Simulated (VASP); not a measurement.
# GaN (F-43m) in VASP: notebook

Runs on GaN. Level: PBE. Tasks: relaxation of cell and atoms, single point.

Program: VASP 6.6.1. These are calculated values, not measurements. Logs are shortened: lines on timing, memory, paths and dates and some standing lists are left out, and cuts for length are marked.

## Step 1: The cell of the first run

It takes space group F-43m (No. 216, cubic). The conventional cell has a = 4.548 Å, b = 4.548 Å, c = 4.548 Å, α = 90.00°, β = 90.00°, γ = 90.00°. Ga (site symmetry -43m) has 4 N at 1.97 Å within 2.6 Å. Within 2.6 Å of N (site symmetry -43m) lie 4 Ga at 1.97 Å.

## Step 2: Relaxation of cell and atoms, PBE

The input, INCAR:

```
SYSTEM = GaN
PREC = Accurate
ENCUT = 600
EDIFF = 1E-6
ISMEAR = 0
SIGMA = 0.01
LREAL = .False.
LASPH = .True.
NELM = 100
ALGO = Normal
ISIF = 3
LWAVE = .False.
LCHARG = .False.
GGA = PE
IBRION = 2
NSW = 80
EDIFFG = -0.001
```

The input, KPOINTS:

```
Automatic mesh
0
Gamma
  10 10 10
  0 0 0
```

The input, POSCAR:

```
GaN
1.0
    0.0000000000      2.2742384873      2.2742384873
    2.2742384873      0.0000000000      2.2742384873
    2.2742384873      2.2742384873      0.0000000000
Ga N
1 1
Direct
    0.0000000000      0.0000000000      0.0000000000
    0.7500000000      0.7500000000      0.7500000000
```

Potentials or basis: VASP PAW PBE potentials, release 64 (Ga_d, N).

Command:

```sh
$ cat potpaw_PBE.64/Ga_d/POTCAR potpaw_PBE.64/N/POTCAR > POTCAR
$ mpirun -np 1 vasp_std > vasp.out
```

OUTCAR:

```text
SYSTEM = GaN
   PREC = Accurate
   ENCUT = 600
   EDIFF = 1E-6
   ISMEAR = 0
   LREAL = .False.
   LASPH = .True.
   NELM = 100
   ISIF = 3
   GGA = PE
   IBRION = 2
   NSW = 80
   EDIFFG = -0.001

 ion  position               nearest neighbor table
   1  0.000  0.000  0.000-   2 1.97   2 1.97   2 1.97   2 1.97
   2  0.750  0.750  0.750-   1 1.97   1 1.97   1 1.97   1 1.97

  LATTYP: Found a face centered cubic cell.
 ALAT       =     4.5484769746

  Lattice vectors:

 A1 = (   0.0000000000,   2.2742384873,   2.2742384873)
 A2 = (   2.2742384873,   0.0000000000,   2.2742384873)
 A3 = (   2.2742384873,   2.2742384873,   0.0000000000)

Analysis of symmetry for initial positions (statically):
=====================================================================
 Subroutine PRICEL returns:
 Original cell was already a primitive cell.

 Routine SETGRP: Setting up the symmetry group for a
 face centered cubic supercell.

 Subroutine GETGRP returns: Found 24 space group operations
 (whereof 24 operations were pure point group operations)
 out of a pool of 48 trial point group operations.

The static configuration has the point symmetry T_d .

Analysis of symmetry for dynamics (positions and initial velocities):
=====================================================================
 Subroutine PRICEL returns:
 Original cell was already a primitive cell.

 Routine SETGRP: Setting up the symmetry group for a
 face centered cubic supercell.

 Subroutine GETGRP returns: Found 24 space group operations
 (whereof 24 operations were pure point group operations)
 out of a pool of 48 trial point group operations.

The dynamic configuration has the point symmetry T_d .

 Subroutine INISYM returns: Found 24 space group operations
 (whereof 24 operations are pure point group operations),
 and found     1 'primitive' translations

----------------------------------------------------------------------------------------

                                     Primitive cell

  volume of cell :      23.5255

  direct lattice vectors                    reciprocal lattice vectors
     0.000000000  2.274238487  2.274238487    -0.219853812  0.219853812  0.219853812
     2.274238487  0.000000000  2.274238487     0.219853812 -0.219853812  0.219853812
     2.274238487  2.274238487  0.000000000     0.219853812  0.219853812 -0.219853812

  length of vectors
     3.216258913  3.216258913  3.216258913     0.380797972  0.380797972  0.380797972

  position of ions in fractional coordinates (direct lattice)
     0.000000000  0.000000000  0.000000000
     0.750000000  0.750000000  0.750000000

  ion indices of the primitive-cell ions
   primitive index   ion index
                 1           1
                 2           2

----------------------------------------------------------------------------------------

 KPOINTS: Automatic mesh

Automatic generation of k-mesh.
 Grid dimensions read from file:
 generate k-points for:   10   10   10

 Generating k-lattice:

  Cartesian coordinates                     Fractional coordinates (reciprocal lattice)
    -0.021985381  0.021985381  0.021985381     0.100000000  0.000000000  0.000000000
     0.021985381 -0.021985381  0.021985381     0.000000000  0.100000000  0.000000000
     0.021985381  0.021985381 -0.021985381     0.000000000  0.000000000  0.100000000

  Length of vectors
     0.038079797  0.038079797  0.038079797

  Shift w.r.t. Gamma in fractional coordinates (k-lattice)
     0.000000000  0.000000000  0.000000000

 Subroutine IBZKPT returns following result:
 ===========================================

 Found     47 irreducible k-points:

 Following reciprocal coordinates:
            Coordinates               Weight
  0.000000  0.000000  0.000000      1.000000
  0.100000  0.000000  0.000000      8.000000
  0.200000  0.000000  0.000000      8.000000
  0.300000  0.000000  0.000000      8.000000
  0.400000  0.000000  0.000000      8.000000
  0.500000  0.000000  0.000000      4.000000
[... 16 lines left out ...]
  0.300000  0.300000  0.000000      6.000000
  0.400000  0.300000  0.000000     24.000000
 [... further k-points ...]
   k-points           NKPTS =     47   k-points in BZ     NKDIM =     47   number of bands    NBANDS=     13
   number of dos      NEDOS =    301   number of ions     NIONS =      2
   total plane-waves  NPLWV =  21952
   dimension x,y,z NGX =    28 NGY =   28 NGZ =   28
   dimension x,y,z NGXF=    56 NGYF=   56 NGZF=   56
   ions per type =               1   1
   NGX,Y,Z   is equivalent  to a cutoff of  14.47, 14.47, 14.47 a.u.
   NGXF,Y,Z  is equivalent  to a cutoff of  28.95, 28.95, 28.95 a.u.
 SYSTEM =  GaN
   PREC   = accura    normal or accurate (medium, high low for compatibility)
   ISTART =      0    job   : 0-new  1-cont  2-samecut
   ICHARG =      2    charge: 1-file 2-atom 10-const
   ISPIN  =      1    spin polarized calculation?
   LNONCOLLINEAR =      F non collinear calculations
   LSORBIT =      F    spin-orbit coupling
   LASPH  =      T    aspherical Exc in radial PAW
   ENCUT  =  600.0 eV  44.10 Ry    6.64 a.u.   6.42  6.42  6.42*2*pi/ulx,y,z
   NELM   =    100;   NELMIN=  2; NELMDL= -5     # of ELM steps
   EDIFF  = 0.1E-05   stopping-criterion for ELM
   LREAL  =      F    real-space projection
   EDIFFG = -.1E-02   stopping-criterion for IOM
   NSW    =     80    number of steps for IOM
   IBRION =      2    ionic relax: 0-MD 1-quasi-New 2-CG
   NFREE  =      1    steps in history (QN), initial steepest desc. (CG)
   ISIF   =      3    stress and relaxation
   ISYM   =      2    0-nonsym 1-usesym 2-fastsym
   POTIM  = 0.5000    time-step for ionic-motion
   TEBEG  =    0.0;   TEEND  =   0.0 temperature during run
   PSTRESS=    0.0 pullay stress
   NELECT =      18.0000    total number of electrons
   NUPDOWN=      -1.0000    fix difference up-down
   EMIN   =  10.00;   EMAX   =-10.00  energy-range for DOS
   EFERMI =   0.00;   METHOD = LEGACY
   ISMEAR =     0;   SIGMA  =   0.01  broadening in eV -4-tet -1-fermi 0-gaus
   EFERMI_NEDOS =   21; number of points for ismear=-14 and -15
   IALGO  =     38    algorithm
   IMIX   =      4    mixing-type and parameters
     AMIX     =   0.40;   BMIX     =  1.00
     AMIX_MAG =   1.60;   BMIX_MAG =  1.00
  volume/ion in A,a.u.               =      11.76        79.38
  Fermi-wavevector in a.u.,A,eV,Ry     =   1.497337  2.829557 30.504523  2.242019
  Thomas-Fermi vector in A             =   2.609238
   LORBIT       =      0    0 simple, 1 ext, 2 COOP (PROOUT), +10 PAW based schemes
   GGA     = PE    functional components
   LHFCALC =     F    Hartree Fock is set to
   AEXX    =    0.0000 exact exchange contribution
   IVDW    =     0    specifies the selected vdW correction
   LEPSILON=     F    determine dielectric tensor
   LRPA    =     F    only Hartree local field effects (RPA)
 conjugate gradient relaxation of ions
 non-spin polarized calculation
 Gauss-broadening in eV      SIGMA  =   0.01
  energy-cutoff  :      600.00
  volume of cell :       23.53
 maximum number of plane-waves:       801
 NGX is ok and might be reduce to    28
   NGX = 13   NGY = 13   NGZ = 13

--------------------------------------- Ionic step        1  -------------------------------------------

 number of electron      18.0000002 magnetization

 Free energy of the ion-electron system (eV)
  ---------------------------------------------------
  ext. energy  EPLUGINS =         0.00000000
  ---------------------------------------------------
  free energy    TOTEN  =       -12.15505529 eV

  energy without entropy =      -12.15505529  energy(sigma->0) =      -12.15505529

------------------------ aborting loop because EDIFF is reached ----------------------------------------

  FORCE on cell =-STRESS in cart. coord.  units (eV):
  Direction    XX          YY          ZZ          XY          YZ          ZX
  --------------------------------------------------------------------------------------
  -------------------------------------------------------------------------------------
  Total       -0.0091926     -0.0091926     -0.0091926      0.0000000     -0.0000000     -0.0000000
  in kB       -0.6260515     -0.6260515     -0.6260515      0.0000000     -0.0000000     -0.0000000
  external PRESSURE =      -0.6260515 kB  Pullay stress =       0.0000000 kB
[... 201 lines left out ...]
  energy  without entropy=      -12.1550568619  energy(sigma->0) =      -12.15505686

--------------------------------------- Ionic step        7  -------------------------------------------

 number of electron      18.0000002 magnetization

 Free energy of the ion-electron system (eV)
  ---------------------------------------------------
  ext. energy  EPLUGINS =         0.00000000
  ---------------------------------------------------
  free energy    TOTEN  =       -12.15505680 eV

  energy without entropy =      -12.15505680  energy(sigma->0) =      -12.15505680

 E-fermi :   5.0663     XC(G=0): -11.5227

 val. band max:        4.9906633418   @ k =   0.0000   0.0000   0.0000
 cond. band min:       6.5401690564   @ k =   0.0000   0.0000   0.0000
 fundamental gap:      1.5495057146
 Fermi energy:         5.0662511897

 k-point     1 :       0.0000    0.0000    0.0000
  band No.  band energies     occupation
      1     -10.7157      2.00000
      2      -8.4322      2.00000
      3      -8.4322      2.00000
      4      -8.4322      2.00000
      5      -8.1390      2.00000
      6      -8.1390      2.00000
      7       4.9907      2.00000
      8       4.9907      2.00000
      9       4.9907      2.00000
     10       6.5402      0.00000
     11      15.1227      0.00000
     12      15.1227      0.00000
     13      15.1227      0.00000
[... 353 lines left out ...]
 k-point    24 :       0.4000    0.3000    0.0000
  band No.  band energies     occupation
      1      -9.8370      2.00000
      2      -8.3083      2.00000
      3      -8.2256      2.00000
      4      -8.2255      2.00000
      5      -8.0831      2.00000
      6      -7.1826      2.00000
      7       0.0303      2.00000
      8       2.6014      2.00000
      9       2.9157      2.00000
     10       9.4060      0.00000
     11      11.9386      0.00000
     12      15.6637      0.00000
     13      17.6094      0.00000

 [... further k-points ...]

------------------------ aborting loop because EDIFF is reached ----------------------------------------

  FORCE on cell =-STRESS in cart. coord.  units (eV):
  Direction    XX          YY          ZZ          XY          YZ          ZX
  --------------------------------------------------------------------------------------
  -------------------------------------------------------------------------------------
  Total       -0.0001953     -0.0001953     -0.0001953      0.0000000      0.0000000      0.0000000
  in kB       -0.0133032     -0.0133032     -0.0133032      0.0000000      0.0000000      0.0000000
  external PRESSURE =      -0.0133032 kB  Pullay stress =       0.0000000 kB
[... 17 lines left out ...]
  FREE ENERGIE OF THE ION-ELECTRON SYSTEM (eV)
  ---------------------------------------------------
  free  energy   TOTEN  =       -12.1550568008 eV

  energy  without entropy=      -12.1550568008  energy(sigma->0) =      -12.15505680

 reached required accuracy - stopping structural energy minimisation
```

Run time: 29 s. Hardware: 1 thread of Intel Xeon Platinum 8488C (Sapphire Rapids), shared host; peak memory 0.17 GiB.

What came out:

```yaml
Free_energy: -12.1551 eV
Relaxed_volume: 11.76 Å³/atom
Relaxed_cell: a = 3.216 Å, b = 3.216 Å, c = 3.216 Å, α = 60.00°, β = 60.00°, γ = 60.00°
Space_group_after_relaxing_to_0.05_Å: F-43m (No. 216)
Energy_gained_by_relaxing: 0.0 meV/atom
Ionic_steps: 7
Pressure_after_relaxing: 0.0 GPa
Band_gap_on_the_k_mesh: 1.55 eV, direct
```

Final structure:
```
Ga N
1.0
     0.00000    2.27396    2.27396
     2.27396    0.00000    2.27396
     2.27396    2.27396    0.00000
Ga N
1 1
Direct
  0.00000 0.00000 0.00000
  0.75000 0.75000 0.75000
```

## Step 3: Relaxation of cell and atoms, PBE, target pressure 6 GPa, at which the enthalpy is minimised

The input, INCAR:

```
SYSTEM = GaN
PREC = Accurate ; ENCUT = 600
EDIFF = 1E-6 ; ISMEAR = 0
SIGMA = 0.01 ; LREAL = .FALSE.
LASPH = .TRUE. ; NELM = 80
ALGO = Normal ; ISIF = 3
LWAVE = .FALSE. ; LCHARG = .FALSE.
GGA = PE ; IBRION = 2
NSW = 80 ; EDIFFG = -0.001
PSTRESS = 60.0
```

The input, KPOINTS:

```
Automatic mesh
0
G
  10 10 10
  0 0 0
```

POSCAR is that of step 2.

Potentials or basis: VASP PAW PBE potentials, release 64 (Ga_d, N).

Command:

```sh
$ cat potpaw_PBE.64/Ga_d/POTCAR potpaw_PBE.64/N/POTCAR > POTCAR
$ mpirun -np 1 vasp_std > vasp.out
```

It took 35 s on 1 thread of Intel Xeon Platinum 8488C (Sapphire Rapids), shared host; peak memory 0.18 GiB.

It converged, with:

| Quantity | Value |
| --- | --- |
| Free energy | -12.1418 eV |
| Relaxed volume | 11.39 Å³/atom |
| Relaxed cell | a = 3.182 Å, b = 3.182 Å, c = 3.182 Å, α = 60.00°, β = 60.00°, γ = 60.00° |
| Space group after relaxing (to 0.05 Å) | F-43m (No. 216) |
| Energy change on relaxing (the enthalpy is what falls) | +6.6 meV/atom |
| Ionic steps | 6 |
| Pressure after relaxing | 6.0 GPa |
| Band gap on the k mesh | 1.76 eV, direct |

The path:
| step | energy change (eV) | largest force (eV/Å) | pressure (GPa) | volume (Å³) |
| --- | --- | --- | --- | --- |
| 1 | 0.0000 | 0.0000 | -0.06 | 23.53 |
| 2 | 0.0553 | 0.0000 | 12.69 | 22.04 |
| 3 | 0.0136 | 0.0000 | 6.12 | 22.76 |
| 4 | 0.0130 | 0.0000 | 5.81 | 22.78 |
| 5 | 0.0131 | 0.0000 | 5.80 | 22.78 |
| 6 | 0.0132 | 0.0000 | 6.00 | 22.77 |

Final structure:
```
CELL_PARAMETERS angstrom
0.00000 2.24978 2.24978
2.24978 0.00000 2.24978
2.24978 2.24978 0.00000
ATOMIC_POSITIONS crystal
Ga 0.00000 0.00000 0.00000
N 0.75000 0.75000 0.75000
```

Levels at points of the mesh, in eV from the valence-band top:
```tsv
k point	band 7	band 8	band 9	band 10	band 11	band 12
(0.00, 0.00, 0.00)	0.00	0.00	0.00	1.76	10.33	10.33
(0.50, 0.00, 0.00)	-7.07	-0.97	-0.97	4.67	8.75	10.39
(0.50, 0.50, 0.00)	-6.14	-2.72	-2.72	3.35	6.69	11.74
```

Caveat: the cell is relaxed towards a set pressure, so the enthalpy falls and the energy may rise.

[end of part 1 of 2]
